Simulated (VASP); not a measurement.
A run of VASP 6.6.1 is set up as follows.

INCAR

```
SYSTEM = Ta2AlN2
PREC     = Accurate       ! precision mode
ENCUT    = 600            ! plane-wave cutoff, eV
EDIFF    = 1E-6           ! SCF threshold, eV
ISMEAR   = 0              ! smearing method
SIGMA    = 0.1            ! smearing width, eV
LREAL    = .FALSE.        ! projectors in reciprocal space
LASPH    = .TRUE.         ! aspherical terms in the spheres
NELM     = 100            ! most SCF steps
ALGO     = Normal         ! electronic algorithm
ISIF     = 3              ! what is computed and relaxed
LWAVE    = .FALSE.        ! write WAVECAR
LCHARG   = .FALSE.        ! write CHGCAR
GGA      = PE             ! functional
IBRION   = 2              ! ionic algorithm
NSW      = 90             ! ionic steps
EDIFFG   = -0.04          ! ionic threshold
```

Contents of KPOINTS:

```
regular mesh
0
G
  6 6 4
  0 0 0
```

File POSCAR:

```
Ta2AlN2
1.0
    3.9283463400      0.0000000000      0.0000000000
   -1.9641731700      3.4020477200      0.0000000000
    0.0000000000      0.0000000000      5.8418157400
Ta Al N
2 1 2
Direct
    0.3333333300      0.6666666700      0.5000000000
    0.6666666700      0.3333333300      0.5000000000
    0.0000000000      0.0000000000      0.0000000000
    0.3333333300      0.6666666700      0.0000000000
    0.6666666700      0.3333333300      0.0000000000
```

Potentials or basis: VASP PAW PBE potentials, release 64 (Ta_pv, Al, N).

Launch:

```bash
$ cat potpaw_PBE.64/Ta_pv/POTCAR potpaw_PBE.64/Al/POTCAR potpaw_PBE.64/N/POTCAR > POTCAR
$ mpirun -np 1 vasp_std > vasp.out
```

(1) Predict the relaxed cell.

(2) Predict the band gap on the k mesh.

(3) Predict the space group after relaxing (to 0.1 Å).

Answers

(1) a = 4.709 Å, b = 4.709 Å, c = 3.999 Å, α = 90.00°, β = 90.00°, γ = 120.00°.

(2) zero (an odd number of electrons rules out a gap without spin polarisation).

(3) P6/mmm (No. 191).

Caveat: a cell axis changed by over 15 % at a fixed basis, so the end point is rough; spin-orbit coupling is left out, which moves the levels of the heavy elements.
